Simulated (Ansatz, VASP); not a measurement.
## Two plane-wave programs on TiAl

INCAR

```
PREC     = Accurate       # precision mode
ENCUT    = 500            # plane-wave cutoff, eV
EDIFF    = 1E-6           # SCF threshold, eV
ISMEAR   = 0              # smearing method
SIGMA    = 0.15           # smearing width, eV
LREAL    = False          # projectors in reciprocal space
LASPH    = True           # aspherical terms in the spheres
NELM     = 120            # most SCF steps
ALGO     = Normal         # electronic algorithm
ISIF     = 2              # what is computed and relaxed
LWAVE    = False          # write WAVECAR
LCHARG   = True           # write CHGCAR
GGA      = PS             # functional
LELF     = True           # ELF
LVHAR    = True         
NBANDS   = 14             # bands
GGA_COMPAT= False
```

Contents of KPOINTS:

```
Automatic mesh
0
Gamma
  24 24 14
```

Contents of POSCAR:

```
TiAl
1.0
    3.0677224829      0.0000000000      0.0000000000
   -1.5338612414      2.6567256020      0.0000000000
    0.0000000000      0.0000000000      3.9813476862
Ti Al
1 1
Direct
    0.0000000000      0.0000000000      0.0000000000
    0.3333333333      0.6666666667      0.5000000000
```

Input for Ansatz:

```yaml
crystal:
  lattice:
    - [3.0677224829, 0.0, 0.0]
    - [-1.5338612414, 2.656725602, 0.0]
    - [0.0, 0.0, 3.9813476862]
  atoms:
    - { symbol: Ti, position: [0.0, 0.0, 0.0] }
    - { symbol: Al, position: [0.3333333333, 0.6666666667, 0.5] }
basis:
  ecutwfc: 420
kpoints:
  mp_grid: { grid: [24, 24, 14] }
hamiltonian:
  xc: pbesol
scf:
  occupations: { method: gaussian, width: 0.15 }
output:
  forces: true
  stress: true
  eigenvalues: true
```

Alike in both runs: task single point; functional PBEsol; k mesh 24 × 24 × 14; occupations gaussian, width 0.15 eV; no spin polarisation.

```csv
,VASP,Ansatz
version,VASP 6.6.1,Ansatz 0.2.0
potentials or method,"VASP PAW PBE potentials, release 64 (Ti_sv, Al), cutoff 500 eV","scalar-relativistic, plane waves, PAW"
valence electrons in the cell,15,15
```

```csv
,VASP,Ansatz,Ansatz less VASP
gap on the k mesh at the Fermi level (eV),none,none,-
pressure (GPa),5.2,5.2,-0.03
"traceless stress, the component that is largest in VASP (GPa)",16.09,16.07,-0.017
```

VASP's potentials were made for PBE, not for PBEsol. A gap of «none» marks a metal or a gap that the smearing closes.
